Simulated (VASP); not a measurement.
Set up this calculation in VASP 6.6.1, as the native input.

```
Task                   : single point
Functional             : r2SCAN
Potentials or basis    : VASP PAW PBE potentials, release 64 (Ti_sv)
Cutoff                 : 520 eV
k mesh                 : 16 × 16 × 10
Occupations            : gaussian, width 0.05 eV
Spin                   : no spin polarisation
Dipole correction      : no
Further INCAR settings : ALGO = Normal; EDIFF = 1e-06; NBANDS = 19
```

The system is Ti.

```
CELL_PARAMETERS angstrom
2.93249 0.00000 0.00000
-1.46624 2.53961 0.00000
0.00000 0.00000 4.63762
ATOMIC_POSITIONS crystal
Ti 0.33333 0.66667 0.75000
Ti 0.66667 0.33333 0.25000
```

One way to write it, as run:

POSCAR

```
Ti
1.0
    2.9324856688      0.0000000000      0.0000000000
   -1.4662428344      2.5396070855      0.0000000000
    0.0000000000      0.0000000000      4.6376230020
Ti
2
Direct
    0.3333333333      0.6666666667      0.7500000000
    0.6666666667      0.3333333333      0.2500000000
```

INCAR.step1

```
PREC = Accurate
ENCUT = 520
ISMEAR = 0
SIGMA = 0.05
LREAL = False
LASPH = True
NELM = 60
NBANDS = 19
GGA = PE
ALGO = Normal
EDIFF = 1E-4
LWAVE = True
LCHARG = False
```

INCAR.step2

```
PREC = Accurate
ENCUT = 520
EDIFF = 1E-6
ISMEAR = 0
SIGMA = 0.05
LREAL = False
LASPH = True
NELM = 60
ALGO = Normal
ISIF = 2
LWAVE = False
LCHARG = True
METAGGA = R2SCAN
LMIXTAU = True
LELF = True
LVHAR = True
NBANDS = 19
ISTART = 1
```

KPOINTS

```
regular mesh
0
Gamma
  16 16 10
```

Potentials or basis: VASP PAW PBE potentials, release 64 (Ti_sv).

Command:

```sh
$ cat potpaw_PBE.64/Ti_sv/POTCAR > POTCAR
$ cp INCAR.step1 INCAR
$ mpirun -np 1 vasp_std > vasp.out
$ cp INCAR.step2 INCAR
$ mpirun -np 1 vasp_std > vasp.out
```

It gave:

```yaml
Pressure: 0.7 GPa
Band_gap_on_the_k_mesh: zero (bands 12 and 13 overlap by 1.22 eV)
```

Caveat: the PAW data sets were made with another functional, which shifts forces and pressure a little.

Wall time 4.6 min on 1 thread of Intel(R) Xeon(R) Platinum 8375C CPU @ 2.90GHz (Ice Lake) (shared host), peak memory 0.23 GiB.
